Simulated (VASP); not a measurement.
Set up this calculation in VASP 6.6.1, as the native input.

```
Task                   : single point
Functional             : LDA
Potentials or basis    : VASP PAW LDA potentials, release 64 (Mo_sv, S)
Cutoff                 : 520 eV
k mesh                 : 10 × 10 × 10
Occupations            : fermi-dirac, width 0.05 eV
Spin                   : no spin polarisation
Dipole correction      : no
Further INCAR settings : ALGO = Normal; EDIFF = 1e-07; NBANDS = 20
```

The structure of MoS2 lies in POSCAR:

```
MoS2
1.0
    1.5960003060      0.9214512063      6.1554945136
   -1.5960003060      0.9214512063      6.1554945136
    0.0000000000     -1.8429024126      6.1554945136
Mo S
1 2
Direct
    0.0000000000      0.0000000000      0.0000000000
    0.2500000000      0.2500000000      0.2500000000
    0.7500000000      0.7500000000      0.7500000000
```

These files were run (other wordings do the same):

INCAR

```
SYSTEM = MoS2
PREC = Accurate
ENCUT = 520
EDIFF = 1E-7
ISMEAR = -1
SIGMA = 0.05
LREAL = .FALSE.
LASPH = .TRUE.
NELM = 60
ALGO = Normal
ISIF = 2
LWAVE = .FALSE.
LCHARG = .FALSE.
NBANDS = 20
```

KPOINTS

```
regular mesh
0
G
  10 10 10
  0 0 0
```

Potentials or basis: VASP PAW LDA potentials, release 64 (Mo_sv, S).

The run is started by

```console
$ cat potpaw_LDA.64/Mo_sv/POTCAR potpaw_LDA.64/S/POTCAR > POTCAR
$ mpirun -np 1 vasp_std > vasp.out
```

Results of the run:

| Property | Result |
| --- | --- |
| Pressure | -2.7 GPa |
| Largest force | 0.257 eV/Å |
| Band gap on the k mesh | zero (band 13 reaches 7.64 eV, above the bottom of band 14 at 7.02 eV) |

It took 4.1 min on 1 thread of Intel(R) Xeon(R) Platinum 8488C (Sapphire Rapids), with other jobs on the host, peak memory 0.33 GiB.
